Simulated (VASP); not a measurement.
# Si13Ge3 (P1) in VASP: single point with PBEsol

Aim: the single point of Si13Ge3 with PBEsol.

All numbers are computed with VASP 6.6.1; they aren't measurements. Logs are shortened: lines on timing, memory, paths and dates and some standing lists are left out, and cuts for length are marked.

## 1. The cell of the first run

The typed cell holds 64 atoms: a = 10.943 Å, b = 10.943 Å, c = 10.943 Å, α = 90.00°, β = 90.00°, γ = 90.00°.

## 2. Single point, PBEsol

INCAR

```
SYSTEM = Si13Ge3
PREC = Accurate
ENCUT = 520
EDIFF = 1E-7
ISMEAR = -1
SIGMA = 0.05
LREAL = Auto
LASPH = .True.
NELM = 100
ALGO = Normal
ISIF = 2
LWAVE = .False.
LCHARG = .True.
GGA = PS
LELF = .True.
LVHAR = .True.
NBANDS = 226
ISYM = 0
```

KPOINTS

```
Automatic mesh
0
Gamma
  1 1 1
  0.25 0.25 0.25
```

POSCAR

```
Si13Ge3
1.0
   10.9434859486      0.0000000000      0.0000000000
    0.0000000000     10.9434859486      0.0000000000
    0.0000000000      0.0000000000     10.9434859486
Ge Si
12 52
Direct
    0.0001060000      0.9998420000      0.9999010000
    0.9989390000      0.0001740000      0.5009770000
    0.0000560000      0.4996190000      0.5001080000
    0.5005530000      0.9990930000      0.9993640000
    0.2519090000      0.7493430000      0.5011450000
    0.3746180000      0.3754630000      0.6239920000
    0.8752960000      0.3754140000      0.1246870000
    0.2510990000      0.9999170000      0.2496490000
    0.0001350000      0.2509520000      0.7508170000
    0.9992420000      0.7492400000      0.2493850000
    0.5009310000      0.2514760000      0.2505570000
    0.6240930000      0.3750290000      0.8747550000
    0.0015240000      0.5019920000      0.9987940000
    0.5011100000      0.9998320000      0.5006310000
    0.4985100000      0.5022920000      0.0012630000
    0.5021720000      0.5020140000      0.4989480000
    0.1259410000      0.1285160000      0.1250170000
    0.1279110000      0.1250210000      0.6257880000
    0.1268120000      0.6239810000      0.1234460000
    0.1249570000      0.6254140000      0.6291000000
    0.6278800000      0.1243830000      0.1260130000
    0.6258010000      0.1239580000      0.6247450000
    0.6250060000      0.6255290000      0.1250290000
    0.6252410000      0.6260690000      0.6248570000
    0.2501640000      0.2513960000      0.9992340000
    0.2487520000      0.2480110000      0.4979840000
    0.2503220000      0.7490880000      0.9986990000
    0.7496870000      0.2469100000      0.9994220000
    0.7490990000      0.2499640000      0.4997400000
    0.7497980000      0.7488260000      0.9993020000
    0.7487700000      0.7504870000      0.4998630000
    0.3739470000      0.3767150000      0.1233180000
    0.3751560000      0.8712260000      0.1242940000
    0.3785470000      0.8768010000      0.6272690000
    0.8719770000      0.3746190000      0.6246250000
    0.8717190000      0.8745300000      0.1246330000
    0.8733570000      0.8728830000      0.6263470000
    0.2511030000      0.9993980000      0.7498010000
    0.2501560000      0.4991760000      0.2488820000
    0.2499150000      0.5018070000      0.7524240000
    0.7496630000      0.9993400000      0.2505930000
    0.7494590000      0.9984490000      0.7489840000
    0.7483710000      0.5016850000      0.2509220000
    0.7509270000      0.5019990000      0.7486550000
    0.3765500000      0.1247220000      0.3781460000
    0.3733480000      0.1258800000      0.8740970000
    0.3771570000      0.6230660000      0.3726330000
    0.3760470000      0.6261810000      0.8750920000
    0.8735590000      0.1263110000      0.3739320000
    0.8722270000      0.1234760000      0.8740030000
    0.8718940000      0.6250910000      0.3754490000
    0.8757540000      0.6253860000      0.8750320000
    0.0009100000      0.2492710000      0.2510390000
    0.9993550000      0.7501600000      0.7507350000
    0.4992590000      0.2466170000      0.7485600000
    0.5005600000      0.7494430000      0.2494970000
    0.5008760000      0.7496310000      0.7499990000
    0.1265890000      0.3733980000      0.3731950000
    0.1268220000      0.3779910000      0.8770890000
    0.1250070000      0.8746640000      0.3754420000
    0.1267320000      0.8736600000      0.8733430000
    0.6271450000      0.3777080000      0.3772050000
    0.6244390000      0.8751480000      0.3751350000
    0.6268710000      0.8727050000      0.8731730000
```

Potentials or basis: VASP PAW PBE potentials, release 64 (Ge_d, Si).

Started as:

```
cat potpaw_PBE.64/Ge_d/POTCAR potpaw_PBE.64/Si/POTCAR > POTCAR
mpirun -np 1 vasp_std > vasp.out
```

OUTCAR:

```text
SYSTEM = Si13Ge3
   PREC = Accurate
   ENCUT = 520
   EDIFF = 1E-7
   ISMEAR = -1
   LREAL = Auto
   LASPH = .True.
   NELM = 100
   ISIF = 2
   GGA = PS
   ISYM = 0

 ion  position               nearest neighbor table
   1  0.000  1.000  1.000-  50 2.38  36 2.39  61 2.40  17 2.40
   2  0.999  0.000  0.501-  60 2.38  37 2.39  49 2.39  18 2.39
   3  0.000  0.500  0.500-  35 2.39  51 2.39  58 2.40  20 2.40
   4  0.501  0.999  0.999-  33 2.39  64 2.39  46 2.40  21 2.40
   5  0.252  0.749  0.501-  60 2.39  20 2.39  47 2.40  34 2.40
   6  0.375  0.375  0.624-  55 2.39  16 2.40  26 2.40  40 2.40
[... 56 lines left out ...]
  63  0.624  0.875  0.375-  14 2.36  31 2.36  41 2.36  56 2.37
  64  0.627  0.873  0.873-  57 2.35  42 2.35  30 2.36   4 2.39

IMPORTANT INFORMATION: All symmetrisations will be switched off!
NOSYMM: (Re-)initialisation of all symmetry stuff for point group C_1.

----------------------------------------------------------------------------------------

                                     Primitive cell

  volume of cell :    1310.5906

  direct lattice vectors                    reciprocal lattice vectors
    10.943485949  0.000000000  0.000000000     0.091378561  0.000000000  0.000000000
     0.000000000 10.943485949  0.000000000     0.000000000  0.091378561  0.000000000
     0.000000000  0.000000000 10.943485949     0.000000000  0.000000000  0.091378561

  length of vectors
    10.943485949 10.943485949 10.943485949     0.091378561  0.091378561  0.091378561

  position of ions in fractional coordinates (direct lattice)
     0.000106000  0.999842000  0.999901000
     0.998939000  0.000174000  0.500977000
     0.000056000  0.499619000  0.500108000
     0.500553000  0.999093000  0.999364000
     0.251909000  0.749343000  0.501145000
     0.374618000  0.375463000  0.623992000
[... 56 lines left out ...]
     0.624439000  0.875148000  0.375135000
     0.626871000  0.872705000  0.873173000

  ion indices of the primitive-cell ions
   primitive index   ion index
                 1           1
                 2           2
                 3           3
                 4           4
                 5           5
                 6           6
[... 56 lines left out ...]
                63          63
                64          64

----------------------------------------------------------------------------------------

 KPOINTS: Automatic mesh

Automatic generation of k-mesh.
 Grid dimensions read from file:
 generate k-points for:    1    1    1

 Generating k-lattice:

  Cartesian coordinates                     Fractional coordinates (reciprocal lattice)
     0.091378561  0.000000000  0.000000000     1.000000000  0.000000000  0.000000000
     0.000000000  0.091378561  0.000000000     0.000000000  1.000000000  0.000000000
     0.000000000  0.000000000  0.091378561     0.000000000  0.000000000  1.000000000

  Length of vectors
     0.091378561  0.091378561  0.091378561

  Shift w.r.t. Gamma in fractional coordinates (k-lattice)
     0.250000000  0.250000000  0.250000000

 Subroutine IBZKPT returns following result:
 ===========================================

 Found      4 irreducible k-points:

 Following reciprocal coordinates:
            Coordinates               Weight
  0.250000  0.250000  0.250000      2.000000
 -0.250000  0.250000  0.250000      2.000000
 -0.250000 -0.250000  0.250000      2.000000
  0.250000 -0.250000  0.250000      2.000000
   k-points           NKPTS =      4   k-points in BZ     NKDIM =      4   number of bands    NBANDS=    226
   number of dos      NEDOS =    301   number of ions     NIONS =     64
   total plane-waves  NPLWV = 592704
   dimension x,y,z NGX =    84 NGY =   84 NGZ =   84
   dimension x,y,z NGXF=   168 NGYF=  168 NGZF=  168
   ions per type =              12  52
   NGX,Y,Z   is equivalent  to a cutoff of  12.76, 12.76, 12.76 a.u.
   NGXF,Y,Z  is equivalent  to a cutoff of  25.52, 25.52, 25.52 a.u.
 SYSTEM =  Si13Ge3
   PREC   = accura    normal or accurate (medium, high low for compatibility)
   ISTART =      0    job   : 0-new  1-cont  2-samecut
   ICHARG =      2    charge: 1-file 2-atom 10-const
   ISPIN  =      1    spin polarized calculation?
   LNONCOLLINEAR =      F non collinear calculations
   LSORBIT =      F    spin-orbit coupling
   LASPH  =      T    aspherical Exc in radial PAW
   ENCUT  =  520.0 eV  38.22 Ry    6.18 a.u.  20.35 20.35 20.35*2*pi/ulx,y,z
   NELM   =    100;   NELMIN=  2; NELMDL= -5     # of ELM steps
   EDIFF  = 0.1E-06   stopping-criterion for ELM
   LREAL  =      T    real-space projection
   EDIFFG = 0.1E-05   stopping-criterion for IOM
   NSW    =      0    number of steps for IOM
   IBRION =     -1    ionic relax: 0-MD 1-quasi-New 2-CG
   NFREE  =      0    steps in history (QN), initial steepest desc. (CG)
   ISIF   =      2    stress and relaxation
   ISYM   =      0    0-nonsym 1-usesym 2-fastsym
   POTIM  = 0.5000    time-step for ionic-motion
   TEBEG  =    0.0;   TEEND  =   0.0 temperature during run
   PSTRESS=    0.0 pullay stress
   NELECT =     376.0000    total number of electrons
   NUPDOWN=      -1.0000    fix difference up-down
   EMIN   =  10.00;   EMAX   =-10.00  energy-range for DOS
   EFERMI =   0.00;   METHOD = LEGACY
   ISMEAR =    -1;   SIGMA  =   0.05  broadening in eV -4-tet -1-fermi 0-gaus
   EFERMI_NEDOS =   21; number of points for ismear=-14 and -15
   IALGO  =     38    algorithm
   IMIX   =      4    mixing-type and parameters
     AMIX     =   0.40;   BMIX     =  1.00
     AMIX_MAG =   1.60;   BMIX_MAG =  1.00
  volume/ion in A,a.u.               =      20.48       138.19
  Fermi-wavevector in a.u.,A,eV,Ry     =   1.079730  2.040393 15.861896  1.165816
  Thomas-Fermi vector in A             =   2.215702
   LORBIT       =      0    0 simple, 1 ext, 2 COOP (PROOUT), +10 PAW based schemes
   GGA     = PS    functional components
   LHFCALC =     F    Hartree Fock is set to
   AEXX    =    0.0000 exact exchange contribution
   IVDW    =     0    specifies the selected vdW correction
   LEPSILON=     F    determine dielectric tensor
   LRPA    =     F    only Hartree local field effects (RPA)
 non-spin polarized calculation
  energy-cutoff  :      520.00
  volume of cell :     1310.59
 maximum number of plane-waves:     35294
 NGX is ok and might be reduce to    84
   NGX = 41   NGY = 41   NGZ = 41

 number of electron     376.0000215 magnetization

 Free energy of the ion-electron system (eV)
  ---------------------------------------------------
  ext. energy  EPLUGINS =         0.00000000
  ---------------------------------------------------
  free energy    TOTEN  =      -357.60792434 eV

  energy without entropy =     -357.60777016  energy(sigma->0) =     -357.60784725

 E-fermi :   5.8289     XC(G=0):  -9.6822

 val. band max:        5.3247911543   @ k =  -0.2500   0.2500   0.2500
 cond. band min:       6.3096047541   @ k =  -0.2500  -0.2500   0.2500
 fundamental gap:      0.9848135997
 Fermi energy:         5.8288859293

 k-point     1 :       0.2500    0.2500    0.2500
  band No.  band energies     occupation
      1     -18.5627      2.00000
      2     -18.5610      2.00000
      3     -18.5607      2.00000
      4     -18.5591      2.00000
      5     -18.5588      2.00000
      6     -18.5577      2.00000
[... 192 lines left out ...]
    199       7.4497      0.00000
    200       7.4886      0.00000

 k-point     2 :      -0.2500    0.2500    0.2500
  band No.  band energies     occupation
      1     -18.5627      2.00000
      2     -18.5610      2.00000
      3     -18.5607      2.00000
      4     -18.5591      2.00000
      5     -18.5588      2.00000
      6     -18.5577      2.00000
[... 192 lines left out ...]
    199       7.4331      0.00000
    200       7.4745      0.00000

 k-point     3 :      -0.2500   -0.2500    0.2500
  band No.  band energies     occupation
      1     -18.5627      2.00000
      2     -18.5610      2.00000
      3     -18.5607      2.00000
      4     -18.5591      2.00000
      5     -18.5588      2.00000
      6     -18.5577      2.00000
[... 192 lines left out ...]
    199       7.4169      0.00000
    200       7.4753      0.00000

 k-point     4 :       0.2500   -0.2500    0.2500
  band No.  band energies     occupation
      1     -18.5627      2.00000
      2     -18.5610      2.00000
      3     -18.5607      2.00000
      4     -18.5591      2.00000
      5     -18.5588      2.00000
      6     -18.5577      2.00000
[... 192 lines left out ...]
    199       7.4458      0.00000
    200       7.4602      0.00000
 [bands above 200 left out]

------------------------ aborting loop because EDIFF is reached ----------------------------------------

  FORCE on cell =-STRESS in cart. coord.  units (eV):
  Direction    XX          YY          ZZ          XY          YZ          ZX
  --------------------------------------------------------------------------------------
  -------------------------------------------------------------------------------------
  Total        0.5730637      0.6225782      0.6025392     -0.4928407     -0.5386893     -0.3493741
  in kB        0.7005618      0.7610925      0.7365952     -0.6024903     -0.6585395     -0.4271046
  external PRESSURE =       0.7327498 kB  Pullay stress =       0.0000000 kB

 VOLUME and BASIS-vectors are now :
 -----------------------------------------------------------------------------
  energy-cutoff  :      520.00
  volume of cell :     1310.59
      direct lattice vectors                 reciprocal lattice vectors
    10.943485949  0.000000000  0.000000000     0.091378561  0.000000000  0.000000000
     0.000000000 10.943485949  0.000000000     0.000000000  0.091378561  0.000000000
     0.000000000  0.000000000 10.943485949     0.000000000  0.000000000  0.091378561

 POSITION                                       TOTAL-FORCE (eV/Angst)
 -----------------------------------------------------------------------------------
      0.00116     10.94176     10.94240         0.016262      0.016584      0.011892
     10.93187      0.00190      5.48243         0.041198      0.000834      0.018687
      0.00061      5.46757      5.47292         0.020233     -0.001209      0.021432
      5.47779     10.93356     10.93653         0.021269      0.007217      0.026727
      2.75676      8.20042      5.48427         0.023894      0.025146      0.009474
      4.09963      4.10887      6.82865        -0.029061     -0.007663     -0.035133
[... 56 lines left out ...]
      6.83354      9.57717      4.10528        -0.037191     -0.011951     -0.031406
      6.86015      9.55043      9.55556        -0.011453     -0.006027     -0.011774
 -----------------------------------------------------------------------------------
    total drift:                               -0.002472      0.008285     -0.003172

  FREE ENERGIE OF THE ION-ELECTRON SYSTEM (eV)
  ---------------------------------------------------
  free  energy   TOTEN  =      -357.6079243385 eV

  energy  without entropy=     -357.6077701633  energy(sigma->0) =     -357.60784725
```

Wall time 57 min (1 thread of Oxide Virtual Turin-like, shared host); peak memory 1.5 GiB.

What came out:

| Property | Result |
| --- | --- |
| Free energy | -357.6079 eV |
| Pressure | 0.1 GPa |
| Largest force | 0.086 eV/Å |
| Band gap on the k mesh | 0.98 eV |

Forces in eV/Å, atoms in the order of the input:
```
Ge   0.016  0.017  0.012
Ge   0.041  0.001  0.019
Ge   0.020 -0.001  0.021
Ge   0.021  0.007  0.027
Ge   0.024  0.025  0.009
Ge  -0.029 -0.008 -0.035
Ge  -0.023 -0.017 -0.016
Ge   0.023  0.008  0.029
Ge   0.013  0.011  0.028
Ge   0.007  0.005  0.010
Ge   0.013  0.018  0.020
Ge  -0.019 -0.017 -0.017
Si   0.018  0.017  0.006
Si   0.045  0.011  0.022
Si   0.013  0.004  0.016
Si   0.002  0.014  0.018
Si  -0.041 -0.029 -0.035
Si  -0.032 -0.035 -0.032
Si  -0.001 -0.014 -0.024
Si  -0.020 -0.039 -0.035
Si  -0.048 -0.021 -0.042
Si  -0.024 -0.007 -0.043
Si  -0.025 -0.015 -0.014
Si  -0.027 -0.005 -0.019
Si   0.034  0.027  0.029
Si   0.037  0.059  0.045
Si   0.007  0.017  0.035
Si   0.049  0.018  0.030
Si   0.029 -0.004  0.033
Si   0.006  0.019  0.017
Si   0.026 -0.002  0.025
Si  -0.006 -0.029 -0.019
Si  -0.001 -0.006 -0.005
Si  -0.045 -0.040 -0.050
Si  -0.001  0.005  0.005
Si  -0.008  0.005 -0.003
Si  -0.015 -0.013 -0.014
Si   0.000  0.039  0.036
Si   0.024  0.025  0.028
Si   0.019  0.028  0.016
Si   0.030  0.017  0.025
Si   0.021  0.018  0.031
Si   0.008  0.011  0.002
Si   0.021 -0.003  0.001
Si  -0.025 -0.032 -0.044
Si  -0.028 -0.006 -0.024
Si  -0.019 -0.019  0.002
Si  -0.021 -0.026 -0.030
Si  -0.027  0.001 -0.028
Si  -0.010  0.013 -0.019
Si  -0.018  0.029 -0.002
Si  -0.014 -0.029 -0.016
Si   0.028 -0.004  0.019
Si   0.028  0.029  0.008
Si   0.035  0.021  0.045
Si   0.016  0.039  0.026
Si   0.032  0.006  0.020
Si  -0.013 -0.015 -0.006
Si  -0.046 -0.057 -0.043
Si  -0.020  0.000 -0.004
Si  -0.011 -0.014 -0.011
Si  -0.041 -0.037 -0.042
Si  -0.037 -0.012 -0.031
Si  -0.011 -0.006 -0.012
```

Stress tensor (GPa, compression positive):
```
 0.07 -0.06 -0.04
-0.06  0.08 -0.07
-0.04 -0.07  0.07
```

Levels at points of the mesh, in eV from the valence-band top:
| k point | band 186 | band 187 | band 188 | band 189 | band 190 | band 191 |
| --- | --- | --- | --- | --- | --- | --- |
| (0.25, 0.25, 0.25) | -0.50 | -0.02 | -0.01 | 1.02 | 1.04 | 1.11 |

Caveat: the PAW data sets were made with another functional, which shifts forces and pressure a little; a shifted mesh leaves out Γ, where band edges can lie.
